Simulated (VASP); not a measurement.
Write the native input for VASP 6.6.1 that does the following.

| Item | Value |
| --- | --- |
| Task | single point |
| Functional | r2SCAN |
| Potentials or basis | VASP PAW PBE potentials, release 64 (Ir) |
| Cutoff | 520 eV |
| k mesh | 22 × 22 × 22 |
| Occupations | gaussian, width 0.15 eV |
| Spin | no spin polarisation |
| Dipole correction | no |
| Further INCAR settings | ALGO = Normal; EDIFF = 1e-07; NBANDS = 10 |

The system is Ir.

```
Ir
1.0
     0.00000    1.82371    1.82371
     1.82371    0.00000    1.82371
     1.82371    1.82371    0.00000
Ir
1
Cartesian
  0.0000 0.0000 0.0000
```

This cell differs from its parent crystal: strain -0.050 along x and y, -0.050 along z.

The input as run:

POSCAR

```
Ir
1.0
    0.0000000000      1.8237150000      1.8237150000
    1.8237150000      0.0000000000      1.8237150000
    1.8237150000      1.8237150000      0.0000000000
Ir
1
Direct
    0.0000000000      0.0000000000      0.0000000000
```

INCAR.step1

```
SYSTEM = Ir
  PREC = Accurate
  ENCUT = 520
  ISMEAR = 0
  SIGMA = 0.15
  LREAL = .False.
  LASPH = .True.
  NELM = 100
  NBANDS = 10
  GGA = PE
  ALGO = Normal
  EDIFF = 1E-4
  LWAVE = .True.
  LCHARG = .False.
```

INCAR.step2

```
SYSTEM = Ir
  PREC = Accurate
  ENCUT = 520
  EDIFF = 1E-7
  ISMEAR = 0
  SIGMA = 0.15
  LREAL = .False.
  LASPH = .True.
  NELM = 100
  ALGO = Normal
  ISIF = 2
  LWAVE = .False.
  LCHARG = .False.
  METAGGA = R2SCAN
  LMIXTAU = .True.
  NBANDS = 10
  ISTART = 1
```

KPOINTS

```
regular mesh
0
Gamma
  22 22 22
  0 0 0
```

Potentials or basis: VASP PAW PBE potentials, release 64 (Ir).

Launch:

```sh
$ cat potpaw_PBE.64/Ir/POTCAR > POTCAR
$ cp INCAR.step1 INCAR
$ mpirun -np 1 vasp_std > vasp.out
$ cp INCAR.step2 INCAR
$ mpirun -np 1 vasp_std > vasp.out
```

It gave:

```
Pressure               : 94.2 GPa
Band gap on the k mesh : zero (an odd number of electrons rules out a gap without spin polarisation)
```

Caveat: the cell differs from its parent crystal (strain -0.050 along x and y, -0.050 along z); the cell stands under pressure; the PAW data sets were made with another functional, which shifts forces and pressure a little; spin-orbit coupling is left out, which moves the levels of the heavy elements.

It took 110 s on 1 thread of AMD EPYC 9R45 96-Core Processor (Zen 5) (shared host), peak memory 0.14 GiB.
